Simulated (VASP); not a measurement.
The system is Be.

```xyz
1
Lattice="-1.2531 1.2531 1.2531 1.2531 -1.2531 1.2531 1.2531 1.2531 -1.2531" Properties=species:S:1:pos:R:3 pbc="T T T"
Be    0.0000    0.0000    0.0000
```

This isn't the form of Be at room conditions, which is hcp.

Base run:

* Program: VASP 6.6.1
* Functional: r2SCAN
* Potentials or basis: VASP PAW PBE potentials, release 64 (Be)
* Cutoff: 520 eV
* k mesh: 23 × 23 × 23
* Occupations: fermi-dirac, width 0.03 eV
* Spin: no spin polarisation

Its results: band gap on the k mesh zero (bands 1 and 2 overlap by 5.28 eV); pressure -0.7 GPa.

Problem. The run is repeated on the same cell with these changes: functional from r2SCAN to LDA; potentials or basis from VASP PAW PBE potentials, release 64 (Be) to VASP PAW LDA potentials, release 64 (Be). What comes out?

Solution. Band gap on the k mesh zero (bands 1 and 2 overlap by 4.77 eV); pressure -6.2 GPa.

Caveats: the PAW data sets were made with another functional, which shifts forces and pressure a little (at least some runs); the cell stands under tension (at least some runs).
